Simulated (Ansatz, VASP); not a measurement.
**Si in VASP and in Ansatz**

```
CELL_PARAMETERS angstrom
-3.34397 3.31069 1.92188
3.34397 -3.31069 1.92188
3.34397 3.31069 -1.92188
ATOMIC_POSITIONS crystal
Si 0.17875 0.17875 0.35751
Si 0.82125 0.82125 0.64249
Si 0.17875 0.82125 0.00000
Si 0.82125 0.17875 0.00000
```

Change from the starting cell: strain +0.0050 x Voigt [1, -1, 0, 0, 0, 0], atoms carried along.

Alike in both runs: task single point; functional r2SCAN; k mesh 10 × 10 × 10; occupations gaussian, width 0.05 eV; no spin polarisation.

|  | VASP | Ansatz |
| --- | --- | --- |
| version | VASP 6.6.1 | Ansatz 0.2.0 |
| potentials or method | VASP PAW PBE potentials, release 64 (Si), cutoff 520 eV | scalar-relativistic, plane waves, PAW |
| valence electrons in the cell | 16 | 16 |

```tsv
	VASP	Ansatz	Ansatz less VASP
gap on the k mesh at the Fermi level (eV)	0.47	0.45	-0.015
least direct gap on the mesh (eV)	0.58	0.56	-0.013
pressure (GPa)	-0.2	0.0	+0.22
traceless stress, the component that is largest in VASP (GPa)	0.99	0.97	-0.017
rms of the force components (eV/Å)	0.064	0.065	+0.0005
```

VASP's potentials were made for PBE, not for r2SCAN. Atom by atom the forces differ by 0.001 eV/Å (rms over components).
